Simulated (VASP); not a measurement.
# CdS (F-43m) in VASP: a series of runs

The runs below take CdS through single point, with r2SCAN.

Everything below comes from runs of VASP 6.6.1. Logs are shortened: lines on timing, memory, paths and dates and some standing lists are left out, and cuts for length are marked.

### Step 1. The cell of the first run

The structure is cubic, space group F-43m (No. 216). The conventional cell has a = 5.798 Å, b = 5.798 Å, c = 5.798 Å, α = 90.00°, β = 90.00°, γ = 90.00°. Cd (site symmetry -43m) has 4 S at 2.51 Å within 3.3 Å. S (site symmetry -43m) has 4 Cd at 2.51 Å within 3.3 Å.

### Step 2. Single point, r2SCAN (volume scaled by 0.96)

POSCAR

```
CdS
1.0
    0.0000000000      2.8992326556      2.8992326556
    2.8992326556      0.0000000000      2.8992326556
    2.8992326556      2.8992326556      0.0000000000
Cd S
1 1
Direct
    0.0000000000      0.0000000000      0.0000000000
    0.7500000000      0.7500000000      0.7500000000
```

INCAR.step1

```
SYSTEM = CdS
PREC     = Accurate       ! precision mode
ENCUT    = 520            ! plane-wave cutoff, eV
ISMEAR   = 0              ! smearing method
SIGMA    = 0.05           ! smearing width, eV
LREAL    = .False.        ! projectors in reciprocal space
LASPH    = .True.         ! aspherical terms in the spheres
NELM     = 100            ! most SCF steps
NBANDS   = 16             ! bands
GGA      = PE             ! functional
ALGO     = Normal         ! electronic algorithm
EDIFF    = 1E-4           ! SCF threshold, eV
LWAVE    = .True.         ! write WAVECAR
LCHARG   = .False.        ! write CHGCAR
```

INCAR.step2

```
SYSTEM = CdS
PREC     = Accurate       ! precision mode
ENCUT    = 520            ! plane-wave cutoff, eV
EDIFF    = 1E-7           ! SCF threshold, eV
ISMEAR   = 0              ! smearing method
SIGMA    = 0.05           ! smearing width, eV
LREAL    = .False.        ! projectors in reciprocal space
LASPH    = .True.         ! aspherical terms in the spheres
NELM     = 100            ! most SCF steps
ALGO     = Normal         ! electronic algorithm
ISIF     = 2              ! what is computed and relaxed
LWAVE    = .False.        ! write WAVECAR
LCHARG   = .False.        ! write CHGCAR
METAGGA  = R2SCAN         ! meta-GGA
LMIXTAU  = .True.       
NBANDS   = 16             ! bands
ISTART   = 1
```

KPOINTS

```
Automatic mesh
0
Gamma
  8 8 8
  0 0 0
```

Potentials or basis: VASP PAW PBE potentials, release 64 (Cd, S).

Launch:

```bash
$ cat potpaw_PBE.64/Cd/POTCAR potpaw_PBE.64/S/POTCAR > POTCAR
$ cp INCAR.step1 INCAR
$ mpirun -np 1 vasp_std > vasp.out
$ cp INCAR.step2 INCAR
$ mpirun -np 1 vasp_std > vasp.out
```

OUTCAR:

```text
SYSTEM = CdS
   PREC = Accurate
   ENCUT = 520
   EDIFF = 1E-7
   ISMEAR = 0
   LREAL = .False.
   LASPH = .True.
   NELM = 100
   ISIF = 2
   METAGGA = R2SCAN
   ISTART = 1

 ion  position               nearest neighbor table
   1  0.000  0.000  0.000-   2 2.51   2 2.51   2 2.51   2 2.51
   2  0.750  0.750  0.750-   1 2.51   1 2.51   1 2.51   1 2.51

  LATTYP: Found a face centered cubic cell.
 ALAT       =     5.7984653112

  Lattice vectors:

 A1 = (   0.0000000000,   2.8992326556,   2.8992326556)
 A2 = (   2.8992326556,   0.0000000000,   2.8992326556)
 A3 = (   2.8992326556,   2.8992326556,   0.0000000000)

Analysis of symmetry for initial positions (statically):
=====================================================================
 Subroutine PRICEL returns:
 Original cell was already a primitive cell.

 Routine SETGRP: Setting up the symmetry group for a
 face centered cubic supercell.

 Subroutine GETGRP returns: Found 24 space group operations
 (whereof 24 operations were pure point group operations)
 out of a pool of 48 trial point group operations.

The static configuration has the point symmetry T_d .

Analysis of symmetry for dynamics (positions and initial velocities):
=====================================================================
 Subroutine PRICEL returns:
 Original cell was already a primitive cell.

 Routine SETGRP: Setting up the symmetry group for a
 face centered cubic supercell.

 Subroutine GETGRP returns: Found 24 space group operations
 (whereof 24 operations were pure point group operations)
 out of a pool of 48 trial point group operations.

The dynamic configuration has the point symmetry T_d .

 Subroutine INISYM returns: Found 24 space group operations
 (whereof 24 operations are pure point group operations),
 and found     1 'primitive' translations

----------------------------------------------------------------------------------------

                                     Primitive cell

  volume of cell :      48.7393

  direct lattice vectors                    reciprocal lattice vectors
     0.000000000  2.899232656  2.899232656    -0.172459426  0.172459426  0.172459426
     2.899232656  0.000000000  2.899232656     0.172459426 -0.172459426  0.172459426
     2.899232656  2.899232656  0.000000000     0.172459426  0.172459426 -0.172459426

  length of vectors
     4.100134142  4.100134142  4.100134142     0.298708488  0.298708488  0.298708488

  position of ions in fractional coordinates (direct lattice)
     0.000000000  0.000000000  0.000000000
     0.750000000  0.750000000  0.750000000

  ion indices of the primitive-cell ions
   primitive index   ion index
                 1           1
                 2           2

----------------------------------------------------------------------------------------

 KPOINTS: Automatic mesh

Automatic generation of k-mesh.
 Grid dimensions read from file:
 generate k-points for:    8    8    8

 Generating k-lattice:

  Cartesian coordinates                     Fractional coordinates (reciprocal lattice)
    -0.021557428  0.021557428  0.021557428     0.125000000  0.000000000  0.000000000
     0.021557428 -0.021557428  0.021557428     0.000000000  0.125000000  0.000000000
     0.021557428  0.021557428 -0.021557428     0.000000000  0.000000000  0.125000000

  Length of vectors
     0.037338561  0.037338561  0.037338561

  Shift w.r.t. Gamma in fractional coordinates (k-lattice)
     0.000000000  0.000000000  0.000000000

 Subroutine IBZKPT returns following result:
 ===========================================

 Found     29 irreducible k-points:

 Following reciprocal coordinates:
            Coordinates               Weight
  0.000000  0.000000  0.000000      1.000000
  0.125000  0.000000  0.000000      8.000000
  0.250000  0.000000  0.000000      8.000000
  0.375000  0.000000  0.000000      8.000000
  0.500000  0.000000  0.000000      4.000000
  0.125000  0.125000  0.000000      6.000000
[... 16 lines left out ...]
  0.500000  0.250000  0.125000     48.000000
 -0.375000  0.250000  0.125000     24.000000
 [... further k-points ...]
   k-points           NKPTS =     29   k-points in BZ     NKDIM =     29   number of bands    NBANDS=     16
   number of dos      NEDOS =    301   number of ions     NIONS =      2
   total plane-waves  NPLWV =  27000
   dimension x,y,z NGX =    30 NGY =   30 NGZ =   30
   dimension x,y,z NGXF=    60 NGYF=   60 NGZF=   60
   ions per type =               1   1
   NGX,Y,Z   is equivalent  to a cutoff of  12.16, 12.16, 12.16 a.u.
   NGXF,Y,Z  is equivalent  to a cutoff of  24.33, 24.33, 24.33 a.u.
 SYSTEM =  CdS
   PREC   = accura    normal or accurate (medium, high low for compatibility)
   ISTART =      1    job   : 0-new  1-cont  2-samecut
   ICHARG =      0    charge: 1-file 2-atom 10-const
   ISPIN  =      1    spin polarized calculation?
   LNONCOLLINEAR =      F non collinear calculations
   LSORBIT =      F    spin-orbit coupling
   LASPH  =      T    aspherical Exc in radial PAW
   ENCUT  =  520.0 eV  38.22 Ry    6.18 a.u.   7.62  7.62  7.62*2*pi/ulx,y,z
   NELM   =    100;   NELMIN=  2; NELMDL=  0     # of ELM steps
   EDIFF  = 0.1E-06   stopping-criterion for ELM
   LREAL  =      F    real-space projection
   EDIFFG = 0.1E-05   stopping-criterion for IOM
   NSW    =      0    number of steps for IOM
   IBRION =     -1    ionic relax: 0-MD 1-quasi-New 2-CG
   NFREE  =      0    steps in history (QN), initial steepest desc. (CG)
   ISIF   =      2    stress and relaxation
   ISYM   =      2    0-nonsym 1-usesym 2-fastsym
   POTIM  = 0.5000    time-step for ionic-motion
   TEBEG  =    0.0;   TEEND  =   0.0 temperature during run
   PSTRESS=    0.0 pullay stress
   NELECT =      18.0000    total number of electrons
   NUPDOWN=      -1.0000    fix difference up-down
   EMIN   =  10.00;   EMAX   =-10.00  energy-range for DOS
   EFERMI =   0.00;   METHOD = LEGACY
   ISMEAR =     0;   SIGMA  =   0.05  broadening in eV -4-tet -1-fermi 0-gaus
   EFERMI_NEDOS =   21; number of points for ismear=-14 and -15
   IALGO  =     38    algorithm
   IMIX   =      4    mixing-type and parameters
     AMIX     =   0.40;   BMIX     =  1.00
     AMIX_MAG =   1.60;   BMIX_MAG =  1.00
  volume/ion in A,a.u.               =      24.37       164.45
  Fermi-wavevector in a.u.,A,eV,Ry     =   1.174553  2.219583 18.770252  1.379575
  Thomas-Fermi vector in A             =   2.310948
   LORBIT       =      0    0 simple, 1 ext, 2 COOP (PROOUT), +10 PAW based schemes
   METAGGA = R2SCAN    functional components
   LHFCALC =     F    Hartree Fock is set to
   AEXX    =    0.0000 exact exchange contribution
   IVDW    =     0    specifies the selected vdW correction
   LEPSILON=     F    determine dielectric tensor
   LRPA    =     F    only Hartree local field effects (RPA)
 non-spin polarized calculation
 Gauss-broadening in eV      SIGMA  =   0.05
  energy-cutoff  :      520.00
  volume of cell :       48.74
 maximum number of plane-waves:      1363
   NGX = 15   NGY = 15   NGZ = 15

 number of electron      18.0000008 magnetization

 Free energy of the ion-electron system (eV)
  ---------------------------------------------------
  ext. energy  EPLUGINS =         0.00000000
  ---------------------------------------------------
  free energy    TOTEN  =       -29.66485017 eV

  energy without entropy =      -29.66485017  energy(sigma->0) =      -29.66485017

 E-fermi :   1.4472     XC(G=0):  -9.8231

 val. band max:        1.2071516982   @ k =   0.0000   0.0000   0.0000
 cond. band min:       2.8406430727   @ k =   0.0000   0.0000   0.0000
 fundamental gap:      1.6334913745
 Fermi energy:         1.4472421170

 k-point     1 :       0.0000    0.0000    0.0000
  band No.  band energies     occupation
      1     -11.7852      2.00000
      2      -6.8290      2.00000
      3      -6.8290      2.00000
      4      -6.8290      2.00000
      5      -6.2877      2.00000
      6      -6.2877      2.00000
[... 8 lines left out ...]
     15      13.2458      0.00000
     16      13.2797      0.00000

 k-point     2 :       0.1250    0.0000    0.0000
  band No.  band energies     occupation
      1     -11.7202      2.00000
      2      -6.8042      2.00000
      3      -6.8042      2.00000
      4      -6.7700      2.00000
      5      -6.2887      2.00000
      6      -6.2887      2.00000
[... 8 lines left out ...]
     15      12.6024      0.00000
     16      13.8093      0.00000

 k-point     3 :       0.2500    0.0000    0.0000
  band No.  band energies     occupation
      1     -11.5622      2.00000
      2      -6.7501      2.00000
      3      -6.7501      2.00000
      4      -6.5594      2.00000
      5      -6.2829      2.00000
      6      -6.2829      2.00000
[... 8 lines left out ...]
     15      12.3693      0.00000
     16      13.0225      0.00000

 k-point     4 :       0.3750    0.0000    0.0000
  band No.  band energies     occupation
      1     -11.4041      2.00000
      2      -6.7073      2.00000
      3      -6.7073      2.00000
      4      -6.2616      2.00000
      5      -6.2616      2.00000
      6      -6.1712      2.00000
[... 8 lines left out ...]
     15      13.3183      0.00000
     16      13.3183      0.00000
[... 324 lines left out ...]
 k-point    22 :       0.3750    0.2500    0.1250
  band No.  band energies     occupation
      1     -11.4461      2.00000
      2      -6.6925      2.00000
      3      -6.6624      2.00000
      4      -6.4824      2.00000
      5      -6.2815      2.00000
      6      -6.2248      2.00000
[... 8 lines left out ...]
     15      13.8579      0.00000
     16      15.6739      0.00000

 k-point    23 :       0.5000    0.2500    0.1250
  band No.  band energies     occupation
      1     -11.3218      2.00000
      2      -6.6502      2.00000
      3      -6.6233      2.00000
      4      -6.3620      2.00000
      5      -6.2514      2.00000
      6      -5.9860      2.00000
[... 8 lines left out ...]
     15      14.7726      0.00000
     16      15.0139      0.00000

 k-point    24 :      -0.3750    0.2500    0.1250
  band No.  band energies     occupation
      1     -11.2711      2.00000
      2      -6.6434      2.00000
      3      -6.6046      2.00000
      4      -6.3164      2.00000
      5      -6.2591      2.00000
      6      -5.7642      2.00000
[... 8 lines left out ...]
     15      14.1382      0.00000
     16      15.1143      0.00000

 [... further k-points ...]

------------------------ aborting loop because EDIFF is reached ----------------------------------------

  FORCE on cell =-STRESS in cart. coord.  units (eV):
  Direction    XX          YY          ZZ          XY          YZ          ZX
  --------------------------------------------------------------------------------------
  -------------------------------------------------------------------------------------
  Total        0.9331986      0.9331986      0.9331986     -0.0000000     -0.0000000     -0.0000000
  in kB       30.6764759     30.6764759     30.6764759     -0.0000000     -0.0000000     -0.0000000
  external PRESSURE =      30.6764759 kB  Pullay stress =       0.0000000 kB

 VOLUME and BASIS-vectors are now :
 -----------------------------------------------------------------------------
  energy-cutoff  :      520.00
  volume of cell :       48.74
      direct lattice vectors                 reciprocal lattice vectors
     0.000000000  2.899232656  2.899232656    -0.172459426  0.172459426  0.172459426
     2.899232656  0.000000000  2.899232656     0.172459426 -0.172459426  0.172459426
     2.899232656  2.899232656  0.000000000     0.172459426  0.172459426 -0.172459426

 POSITION                                       TOTAL-FORCE (eV/Angst)
 -----------------------------------------------------------------------------------
      0.00000      0.00000      0.00000         0.000000     -0.000000      0.000000
      4.34885      4.34885      4.34885        -0.000000      0.000000     -0.000000
 -----------------------------------------------------------------------------------
    total drift:                                0.000001      0.000001      0.000001

  FREE ENERGIE OF THE ION-ELECTRON SYSTEM (eV)
  ---------------------------------------------------
  free  energy   TOTEN  =       -29.6648501677 eV

  energy  without entropy=      -29.6648501677  energy(sigma->0) =      -29.66485017
```

It took 1.7 min on 1 thread of AMD EPYC 7R43 (Zen 3), shared host; peak memory 0.14 GiB.

What came out:

```yaml
Free_energy: -29.6649 eV
Pressure: 3.1 GPa
Band_gap_on_the_k_mesh: 1.63 eV, direct
```

Caveat: the cell differs from its parent crystal (volume scaled by 0.96); the PAW data sets were made with another functional, which shifts forces and pressure a little.

### Step 3. Single point, r2SCAN

This run uses another cell than the first one, of 24.64 Å³/atom, 1.011 times its volume.

POSCAR

```
CdS
1.0
    0.0000000000      2.9099991734      2.9099991734
    2.9099991734      0.0000000000      2.9099991734
    2.9099991734      2.9099991734      0.0000000000
Cd S
1 1
Direct
    0.0000000000      0.0000000000      0.0000000000
    0.7500000000      0.7500000000      0.7500000000
```

INCAR.step1

```
  PREC = Accurate
  ENCUT = 520
  ISMEAR = 0
  SIGMA = 0.05
  LREAL = F
  LASPH = T
  NELM = 60
  NBANDS = 16
  GGA = PE
  ALGO = Normal
  EDIFF = 1E-4
  LWAVE = T
  LCHARG = F
```

INCAR.step2

```
  PREC = Accurate
  ENCUT = 520
  EDIFF = 1E-6
  ISMEAR = 0
  SIGMA = 0.05
  LREAL = F
  LASPH = T
  NELM = 60
  ALGO = Normal
  ISIF = 2
  LWAVE = F
  LCHARG = F
  METAGGA = R2SCAN
  LMIXTAU = T
  NBANDS = 16
  ISTART = 1
```

KPOINTS

```
Automatic mesh
0
Gamma
  8 8 8
```

Potentials or basis: VASP PAW PBE potentials, release 64 (Cd, S).

Launch:

```bash
$ cat potpaw_PBE.64/Cd/POTCAR potpaw_PBE.64/S/POTCAR > POTCAR
$ cp INCAR.step1 INCAR
$ mpirun -np 1 vasp_std > vasp.out
$ cp INCAR.step2 INCAR
$ mpirun -np 1 vasp_std > vasp.out
```

Run time: 99 s. Hardware: 1 thread of AMD EPYC 7R43 (Zen 3), shared host; peak memory 0.15 GiB.

The run converged. Its results:

| Item | Value |
| --- | --- |
| Free energy | -29.6740 eV |
| Pressure | 2.3 GPa |
| Band gap on the k mesh | 1.61 eV, direct |

Levels at points of the mesh, in eV from the valence-band top:
| k point | band 7 | band 8 | band 9 | band 10 | band 11 | band 12 |
| --- | --- | --- | --- | --- | --- | --- |
| (0.00, 0.00, 0.00) | 0.00 | 0.00 | 0.00 | 1.61 | 7.07 | 7.07 |
| (0.50, 0.00, 0.00) | -4.51 | -0.78 | -0.78 | 3.49 | 7.48 | 7.48 |
| (0.50, 0.50, 0.00) | -4.01 | -1.95 | -1.95 | 3.83 | 4.76 | 9.83 |

Caveat: the PAW data sets were made with another functional, which shifts forces and pressure a little. r2SCAN opens gaps a little over a GGA but as a rule still falls short of measured ones.
